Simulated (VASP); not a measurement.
# Ge (Fd-3m) in VASP: notebook

The runs below take Ge through single point, with r2SCAN.

Program: VASP 6.6.1. These are calculated values, not measurements. Logs are shortened: lines on timing, memory, paths and dates and some standing lists are left out, and cuts for length are marked.

## (1) The cell of the first run

The structure is cubic, space group Fd-3m (No. 227). Conventional cell: a = 5.665 Å, b = 5.665 Å, c = 5.665 Å, α = 90.00°, β = 90.00°, γ = 90.00°. Within 3.2 Å of Ge (site symmetry -43m) lie 4 Ge at 2.45 Å.

## (2) Single point, r2SCAN

POSCAR

```
Ge
1.0
    0.0000000000      2.8325393346      2.8325393346
    2.8325393346      0.0000000000      2.8325393346
    2.8325393346      2.8325393346      0.0000000000
Ge
2
Direct
    0.0000000000      0.0000000000      0.0000000000
    0.2500000000      0.2500000000      0.2500000000
```

INCAR.step1

```
PREC = Accurate ; ENCUT = 520
ISMEAR = -1 ; SIGMA = 0.1
LREAL = False ; LASPH = True
NELM = 100 ; NBANDS = 21
GGA = PE ; ALGO = Normal
EDIFF = 1E-4 ; LWAVE = True
LCHARG = False
```

INCAR.step2

```
PREC = Accurate ; ENCUT = 520
EDIFF = 1E-6 ; ISMEAR = -1
SIGMA = 0.1 ; LREAL = False
LASPH = True ; NELM = 100
ALGO = Normal ; ISIF = 2
LWAVE = False ; LCHARG = True
METAGGA = R2SCAN ; LMIXTAU = True
LELF = True ; LVHAR = True
NBANDS = 21 ; ISTART = 1
```

KPOINTS

```
Automatic mesh
0
Gamma
  10 10 10
```

Potentials or basis: VASP PAW PBE potentials, release 64 (Ge_d).

The run is started by

```
$ cat potpaw_PBE.64/Ge_d/POTCAR > POTCAR
$ cp INCAR.step1 INCAR
$ mpirun -np 1 vasp_std > vasp.out
$ cp INCAR.step2 INCAR
$ mpirun -np 1 vasp_std > vasp.out
```

OUTCAR:

```text
PREC = Accurate
   ENCUT = 520
   EDIFF = 1E-6
   ISMEAR = -1
   LREAL = False
   LASPH = True
   NELM = 100
   ISIF = 2
   METAGGA = R2SCAN
   ISTART = 1

 ion  position               nearest neighbor table
   1  0.000  0.000  0.000-   2 2.45   2 2.45   2 2.45   2 2.45
   2  0.250  0.250  0.250-   1 2.45   1 2.45   1 2.45   1 2.45

  LATTYP: Found a face centered cubic cell.
 ALAT       =     5.6650786692

  Lattice vectors:

 A1 = (   0.0000000000,   2.8325393346,   2.8325393346)
 A2 = (   2.8325393346,   0.0000000000,   2.8325393346)
 A3 = (   2.8325393346,   2.8325393346,   0.0000000000)

Analysis of symmetry for initial positions (statically):
=====================================================================
 Subroutine PRICEL returns:
 Original cell was already a primitive cell.

 Routine SETGRP: Setting up the symmetry group for a
 face centered cubic supercell.

 Subroutine GETGRP returns: Found 48 space group operations
 (whereof 24 operations were pure point group operations)
 out of a pool of 48 trial point group operations.

The static configuration has the point symmetry T_d .
 The point group associated with its full space group is O_h .

Analysis of symmetry for dynamics (positions and initial velocities):
=====================================================================
 Subroutine PRICEL returns:
 Original cell was already a primitive cell.

 Routine SETGRP: Setting up the symmetry group for a
 face centered cubic supercell.

 Subroutine GETGRP returns: Found 48 space group operations
 (whereof 24 operations were pure point group operations)
 out of a pool of 48 trial point group operations.

The dynamic configuration has the point symmetry T_d .
 The point group associated with its full space group is O_h .

 Subroutine INISYM returns: Found 48 space group operations
 (whereof 24 operations are pure point group operations),
 and found     1 'primitive' translations

----------------------------------------------------------------------------------------

                                     Primitive cell

  volume of cell :      45.4525

  direct lattice vectors                    reciprocal lattice vectors
     0.000000000  2.832539335  2.832539335    -0.176520055  0.176520055  0.176520055
     2.832539335  0.000000000  2.832539335     0.176520055 -0.176520055  0.176520055
     2.832539335  2.832539335  0.000000000     0.176520055  0.176520055 -0.176520055

  length of vectors
     4.005815543  4.005815543  4.005815543     0.305741704  0.305741704  0.305741704

  position of ions in fractional coordinates (direct lattice)
     0.000000000  0.000000000  0.000000000
     0.250000000  0.250000000  0.250000000

  ion indices of the primitive-cell ions
   primitive index   ion index
                 1           1
                 2           2

----------------------------------------------------------------------------------------

 KPOINTS: Automatic mesh

Automatic generation of k-mesh.
 Grid dimensions read from file:
 generate k-points for:   10   10   10

 Generating k-lattice:

  Cartesian coordinates                     Fractional coordinates (reciprocal lattice)
    -0.017652006  0.017652006  0.017652006     0.100000000  0.000000000  0.000000000
     0.017652006 -0.017652006  0.017652006     0.000000000  0.100000000  0.000000000
     0.017652006  0.017652006 -0.017652006     0.000000000  0.000000000  0.100000000

  Length of vectors
     0.030574170  0.030574170  0.030574170

  Shift w.r.t. Gamma in fractional coordinates (k-lattice)
     0.000000000  0.000000000  0.000000000

 Subroutine IBZKPT returns following result:
 ===========================================

 Found     47 irreducible k-points:

 Following reciprocal coordinates:
            Coordinates               Weight
  0.000000  0.000000  0.000000      1.000000
  0.100000  0.000000  0.000000      8.000000
  0.200000  0.000000  0.000000      8.000000
  0.300000  0.000000  0.000000      8.000000
  0.400000  0.000000  0.000000      8.000000
  0.500000  0.000000  0.000000      4.000000
[... 16 lines left out ...]
  0.300000  0.300000  0.000000      6.000000
  0.400000  0.300000  0.000000     24.000000
 [... further k-points ...]
   k-points           NKPTS =     47   k-points in BZ     NKDIM =     47   number of bands    NBANDS=     21
   number of dos      NEDOS =    301   number of ions     NIONS =      2
   total plane-waves  NPLWV =  27000
   dimension x,y,z NGX =    30 NGY =   30 NGZ =   30
   dimension x,y,z NGXF=    60 NGYF=   60 NGZF=   60
   ions per type =               2
   NGX,Y,Z   is equivalent  to a cutoff of  12.45, 12.45, 12.45 a.u.
   NGXF,Y,Z  is equivalent  to a cutoff of  24.90, 24.90, 24.90 a.u.
 SYSTEM =  unknown system
   PREC   = accura    normal or accurate (medium, high low for compatibility)
   ISTART =      1    job   : 0-new  1-cont  2-samecut
   ICHARG =      0    charge: 1-file 2-atom 10-const
   ISPIN  =      1    spin polarized calculation?
   LNONCOLLINEAR =      F non collinear calculations
   LSORBIT =      F    spin-orbit coupling
   LASPH  =      T    aspherical Exc in radial PAW
   ENCUT  =  520.0 eV  38.22 Ry    6.18 a.u.   7.45  7.45  7.45*2*pi/ulx,y,z
   NELM   =    100;   NELMIN=  2; NELMDL=  0     # of ELM steps
   EDIFF  = 0.1E-05   stopping-criterion for ELM
   LREAL  =      F    real-space projection
   EDIFFG = 0.1E-04   stopping-criterion for IOM
   NSW    =      0    number of steps for IOM
   IBRION =     -1    ionic relax: 0-MD 1-quasi-New 2-CG
   NFREE  =      0    steps in history (QN), initial steepest desc. (CG)
   ISIF   =      2    stress and relaxation
   ISYM   =      2    0-nonsym 1-usesym 2-fastsym
   POTIM  = 0.5000    time-step for ionic-motion
   TEBEG  =    0.0;   TEEND  =   0.0 temperature during run
   PSTRESS=    0.0 pullay stress
   NELECT =      28.0000    total number of electrons
   NUPDOWN=      -1.0000    fix difference up-down
   EMIN   =  10.00;   EMAX   =-10.00  energy-range for DOS
   EFERMI =   0.00;   METHOD = LEGACY
   ISMEAR =    -1;   SIGMA  =   0.10  broadening in eV -4-tet -1-fermi 0-gaus
   EFERMI_NEDOS =   21; number of points for ismear=-14 and -15
   IALGO  =     38    algorithm
   IMIX   =      4    mixing-type and parameters
     AMIX     =   0.40;   BMIX     =  1.00
     AMIX_MAG =   1.60;   BMIX_MAG =  1.00
  volume/ion in A,a.u.               =      22.73       153.36
  Fermi-wavevector in a.u.,A,eV,Ry     =   1.392969  2.632330 26.400250  1.940364
  Thomas-Fermi vector in A             =   2.516661
   LORBIT       =      0    0 simple, 1 ext, 2 COOP (PROOUT), +10 PAW based schemes
   METAGGA = R2SCAN    functional components
   LHFCALC =     F    Hartree Fock is set to
   AEXX    =    0.0000 exact exchange contribution
   IVDW    =     0    specifies the selected vdW correction
   LEPSILON=     F    determine dielectric tensor
   LRPA    =     F    only Hartree local field effects (RPA)
 non-spin polarized calculation
  energy-cutoff  :      520.00
  volume of cell :       45.45
 maximum number of plane-waves:      1243
 NGX is ok and might be reduce to    30
   NGX = 15   NGY = 15   NGZ = 15

 number of electron      28.0000019 magnetization

 Free energy of the ion-electron system (eV)
  ---------------------------------------------------
  ext. energy  EPLUGINS =         0.00000000
  ---------------------------------------------------
  free energy    TOTEN  =       -27.74248920 eV

  energy without entropy =      -27.74120689  energy(sigma->0) =      -27.74184804

 E-fermi :   4.9473     XC(G=0): -10.7993

 val. band max:        4.7632319252   @ k =   0.0000   0.0000   0.0000
 cond. band min:       5.1295502746   @ k =   0.0000   0.0000   0.0000
 fundamental gap:      0.3663183494
 Fermi energy:         4.9473170640

 k-point     1 :       0.0000    0.0000    0.0000
  band No.  band energies     occupation
      1     -20.7258      2.00000
      2     -20.7258      2.00000
      3     -20.7258      2.00000
      4     -20.6867      2.00000
      5     -20.6867      2.00000
      6     -20.4713      2.00000
[... 13 lines left out ...]
     20      14.6896      0.00000
     21      14.6896      0.00000

 k-point     2 :       0.1000    0.0000    0.0000
  band No.  band energies     occupation
      1     -20.7317      2.00000
      2     -20.7317      2.00000
      3     -20.7242      2.00000
      4     -20.6785      2.00000
      5     -20.6785      2.00000
      6     -20.4786      2.00000
[... 13 lines left out ...]
     20      14.0042      0.00000
     21      14.0042      0.00000

 k-point     3 :       0.2000    0.0000    0.0000
  band No.  band energies     occupation
      1     -20.7409      2.00000
      2     -20.7409      2.00000
      3     -20.7198      2.00000
      4     -20.6637      2.00000
      5     -20.6637      2.00000
      6     -20.4898      2.00000
[... 13 lines left out ...]
     20      13.4964      0.00000
     21      13.4964      0.00000

 k-point     4 :       0.3000    0.0000    0.0000
  band No.  band energies     occupation
      1     -20.7472      2.00000
      2     -20.7472      2.00000
      3     -20.7142      2.00000
      4     -20.6515      2.00000
      5     -20.6515      2.00000
      6     -20.4978      2.00000
[... 13 lines left out ...]
     20      13.8915      0.00000
     21      13.8916      0.00000

 k-point     5 :       0.4000    0.0000    0.0000
  band No.  band energies     occupation
      1     -20.7502      2.00000
      2     -20.7502      2.00000
      3     -20.7096      2.00000
      4     -20.6450      2.00000
      5     -20.6450      2.00000
      6     -20.5013      2.00000
[... 13 lines left out ...]
     20      15.1857      0.00000
     21      15.1857      0.00000
[... 382 lines left out ...]
     20      14.6693      0.00000
     21      16.8052      0.00000

 k-point    22 :      -0.2000    0.2000    0.0000
  band No.  band energies     occupation
      1     -20.7563      2.00000
      2     -20.7558      2.00000
      3     -20.6980      2.00000
      4     -20.6529      2.00000
      5     -20.6284      2.00000
      6     -20.5243      2.00000
[... 13 lines left out ...]
     20      15.2601      0.00000
     21      15.7942      0.00000

 k-point    23 :       0.3000    0.3000    0.0000
  band No.  band energies     occupation
      1     -20.7497      2.00000
      2     -20.7497      2.00000
      3     -20.7266      2.00000
      4     -20.6363      2.00000
      5     -20.5936      2.00000
      6     -20.5837      2.00000
[... 13 lines left out ...]
     20      16.2992      0.00000
     21      16.6591      0.00000

 k-point    24 :       0.4000    0.3000    0.0000
  band No.  band energies     occupation
      1     -20.7604      2.00000
      2     -20.7544      2.00000
      3     -20.7094      2.00000
      4     -20.6204      2.00000
      5     -20.6020      2.00000
      6     -20.5757      2.00000
[... 13 lines left out ...]
     20      17.0952      0.00000
     21      17.0997      0.00000

 [... further k-points ...]

------------------------ aborting loop because EDIFF is reached ----------------------------------------

  FORCE on cell =-STRESS in cart. coord.  units (eV):
  Direction    XX          YY          ZZ          XY          YZ          ZX
  --------------------------------------------------------------------------------------
  -------------------------------------------------------------------------------------
  Total        0.1246375      0.1246375      0.1246375     -0.0000000      0.0000000     -0.0000000
  in kB        4.3934083      4.3934083      4.3934083     -0.0000000      0.0000000     -0.0000000
  external PRESSURE =       4.3934083 kB  Pullay stress =       0.0000000 kB

 VOLUME and BASIS-vectors are now :
 -----------------------------------------------------------------------------
  energy-cutoff  :      520.00
  volume of cell :       45.45
      direct lattice vectors                 reciprocal lattice vectors
     0.000000000  2.832539335  2.832539335    -0.176520055  0.176520055  0.176520055
     2.832539335  0.000000000  2.832539335     0.176520055 -0.176520055  0.176520055
     2.832539335  2.832539335  0.000000000     0.176520055  0.176520055 -0.176520055

 POSITION                                       TOTAL-FORCE (eV/Angst)
 -----------------------------------------------------------------------------------
      0.00000      0.00000      0.00000        -0.000000     -0.000000     -0.000000
      1.41627      1.41627      1.41627         0.000000      0.000000      0.000000
 -----------------------------------------------------------------------------------
    total drift:                                0.000000      0.000000      0.000000

  FREE ENERGIE OF THE ION-ELECTRON SYSTEM (eV)
  ---------------------------------------------------
  free  energy   TOTEN  =       -27.7424892011 eV

  energy  without entropy=      -27.7412068863  energy(sigma->0) =      -27.74184804
```

It took 79 s on 1 thread of AMD EPYC 9R45 (Zen 5), shared host; peak memory 0.15 GiB.

Results:

- Free energy: -27.7425 eV
- Pressure: 0.4 GPa
- Band gap on the k mesh: 0.37 eV, direct

Caveat: the PAW data sets were made with another functional, which shifts forces and pressure a little.

## (3) Single point, r2SCAN

This run uses another cell than the first one, of 23.44 Å³/atom, 1.032 times its volume.

POSCAR

```
Ge
1.0
    0.0000000000      2.8620470762      2.8620470762
    2.8620470762      0.0000000000      2.8620470762
    2.8620470762      2.8620470762      0.0000000000
Ge
2
Direct
    0.0000000000      0.0000000000      0.0000000000
    0.2500000000      0.2500000000      0.2500000000
```

INCAR.step1

```
ALGO = Normal
EDIFF = 1E-4
ENCUT = 520
GGA = PE
ISMEAR = -1
LASPH = T
LCHARG = F
LREAL = F
LWAVE = T
NBANDS = 21
NELM = 80
PREC = Accurate
SIGMA = 0.1
```

INCAR.step2

```
ALGO = Normal
EDIFF = 1E-6
ENCUT = 520
ISIF = 2
ISMEAR = -1
ISTART = 1
LASPH = T
LCHARG = T
LELF = T
LMIXTAU = T
LREAL = F
LVHAR = T
LWAVE = F
METAGGA = R2SCAN
NBANDS = 21
NELM = 80
PREC = Accurate
SIGMA = 0.1
```

KPOINTS

```
k-points
0
Gamma
  10 10 10
```

Potentials or basis: VASP PAW PBE potentials, release 64 (Ge_d).

The run is started by

```
$ cat potpaw_PBE.64/Ge_d/POTCAR > POTCAR
$ cp INCAR.step1 INCAR
$ mpirun -np 1 vasp_std > vasp.out
$ cp INCAR.step2 INCAR
$ mpirun -np 1 vasp_std > vasp.out
```

Wall time 84 s (1 thread of AMD EPYC 9R45 (Zen 5), shared host); peak memory 0.15 GiB.

Results (log left out):

- Free energy: -27.7373 eV
- Pressure: -1.6 GPa

Levels at points of the mesh, in eV from the Fermi level:
```csv
k point,band 11,band 12,band 13,band 14,band 15,band 16,band 17,band 18
"(0.00, 0.00, 0.00)",-13.15,-0.12,-0.12,-0.12,-0.05,2.58,2.58,2.58
"(0.50, 0.00, 0.00)",-11.05,-7.82,-1.55,-1.55,0.21,3.86,3.86,7.51
"(0.50, 0.50, 0.00)",-9.20,-9.20,-3.22,-3.22,0.89,0.89,9.69,9.69
```

Caveat: the PAW data sets were made with another functional, which shifts forces and pressure a little.
